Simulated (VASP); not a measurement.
A run of VASP 6.6.1 is set up as follows.

The input INCAR:

```
ALGO = Normal
EDIFF = 1E-7
ENCUT = 520
GGA = PE
ISIF = 2
ISMEAR = 0
ISPIN = 2
LASPH = T
LCHARG = F
LMAXMIX = 4
LORBIT = 11
LREAL = F
LWAVE = F
MAGMOM = 0 0 1 1 1 1 1 1 1 1
NBANDS = 44
NELM = 150
PREC = Accurate
SIGMA = 0.1
```

KPOINTS

```
k-points
0
Gamma
  2 2 6
```

File POSCAR:

```
ScCdC4N4
1.0
    7.4826039600      0.0000000000      0.0000000000
    0.0000000000      7.4826039600      0.0000000000
    0.0000000000      0.0000000000      3.2418577100
Sc Cd C N
1 1 4 4
Direct
    0.5000000000      0.5000000000      0.0000000000
    0.0000000000      0.0000000000      0.0000000000
    0.1890946900      0.8109053100      0.0000000000
    0.8109053100      0.1890946900      0.0000000000
    0.1890946900      0.1890946900      0.0000000000
    0.8109053100      0.8109053100      0.0000000000
    0.2996598000      0.7003402000      0.0000000000
    0.7003402000      0.2996598000      0.0000000000
    0.2996598000      0.2996598000      0.0000000000
    0.7003402000      0.7003402000      0.0000000000
```

Potentials or basis: VASP PAW PBE potentials, release 64 (Sc_sv, Cd, C, N).

The run is started by

```bash
$ cat potpaw_PBE.64/Sc_sv/POTCAR potpaw_PBE.64/Cd/POTCAR potpaw_PBE.64/C/POTCAR potpaw_PBE.64/N/POTCAR > POTCAR
$ mpirun -np 1 vasp_std > vasp.out
```

(1) Predict the largest force.

(2) Estimate the site moments.

(3) What does it give for the net moment?

## Answers

(1) 3.601 eV/Å.

(2) Sc +0.31; Cd +0.03; C +0.01; N +0.00 μB.

(3) 0.65 μB per cell.

Caveat: the k points lie up to 0.42 Å⁻¹ apart; forces of over 1 eV/Å act on the atoms, so gaps and moduli don't describe the material at rest.
